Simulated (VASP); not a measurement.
Pd, 1 atom in the cell. The structure is cubic, space group Fm-3m (No. 225). Conventional cell: a = 3.914 Å, b = 3.914 Å, c = 3.914 Å, α = 90.00°, β = 90.00°, γ = 90.00°. Pd (site symmetry m-3m) has 12 Pd at 2.77 Å within 3.6 Å. 

| Quantity | Value |
| --- | --- |
| Program | VASP 6.6.1 |
| Task | single point |
| Functional | r2SCAN |
| Potentials or basis | VASP PAW PBE potentials, release 64 (Pd) |
| Cutoff | 520 eV |
| k mesh | 4 × 4 × 4 |
| Occupations | fermi-dirac, width 0.05 eV |
| Spin | collinear spin, ferromagnetic start |
| Starting moments | [0.436] μB |
| Dipole correction | no |
| Further INCAR settings | ALGO = Normal; EDIFF = 1e-07; NBANDS = 15 |

Potentials or basis: VASP PAW PBE potentials, release 64 (Pd).

Launch:

```console
$ cat potpaw_PBE.64/Pd/POTCAR > POTCAR
$ cp INCAR.step1 INCAR
$ mpirun -np 1 vasp_std > vasp.out
$ cp INCAR.step2 INCAR
$ mpirun -np 1 vasp_std > vasp.out
```

Hardware: 1 thread of AMD EPYC 7R13 Processor (Zen 3), on a shared host.

Question: How long does it take, and how much memory?

Answer: Wall time 22 s on 1 thread of AMD EPYC 7R13 Processor (Zen 3) (shared host), peak memory 0.13 GiB. Counts: k points 8.
